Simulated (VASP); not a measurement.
CdSe (Cadmoselite):

```xyz
4
Lattice="4.3834 0.0000 0.0000 -2.1917 3.7961 0.0000 0.0000 0.0000 7.1535" Properties=species:S:1:pos:R:3 pbc="T T T"
Cd    0.0000    2.5307    0.0328
Cd    2.1917    1.2654    3.6095
Se    0.0000    2.5307    2.7213
Se    2.1917    1.2654    6.2981
```

| Item | Value |
| --- | --- |
| Program | VASP 6.6.1 |
| Task | relaxation of cell and atoms |
| Functional | r2SCAN |
| Potentials or basis | VASP PAW PBE potentials, release 64 (Cd, Se) |
| Cutoff | 600 eV |
| k mesh | 6 × 6 × 4 |
| Occupations | fermi-dirac, width 0.02 eV |
| Spin | no spin polarisation |

At the start: pressure -1.3 GPa; volume 29.76 Å³/atom.

How do energy, volume and symmetry change on relaxing?

Over 3 steps the energy falls by 3.3 meV/atom and the volume is 28.97 Å³/atom (-2.6 %); space group P6_3mc (No. 186, to 0.05 Å).

Step by step:
| step | energy change (eV) | largest force (eV/Å) | pressure (GPa) | volume (Å³) |
| --- | --- | --- | --- | --- |
| 1 | 0.0000 | 0.0010 | -1.29 | 119.03 |
| 2 | -0.0118 | 0.0008 | 0.43 | 114.94 |
| 3 | -0.0130 | 0.0008 | 0.00 | 115.89 |

Final structure:
```
Cd Se
1.0
     4.34505    0.00000    0.00000
    -2.17252    3.76292    0.00000
     0.00000    0.00000    7.08803
Cd Se
2 2
Direct
  0.33333 0.66667 0.00459
  0.66667 0.33333 0.50459
  0.33333 0.66667 0.38041
  0.66667 0.33333 0.88041
```

Caveat: the PAW data sets were made with another functional, which shifts forces and pressure a little.
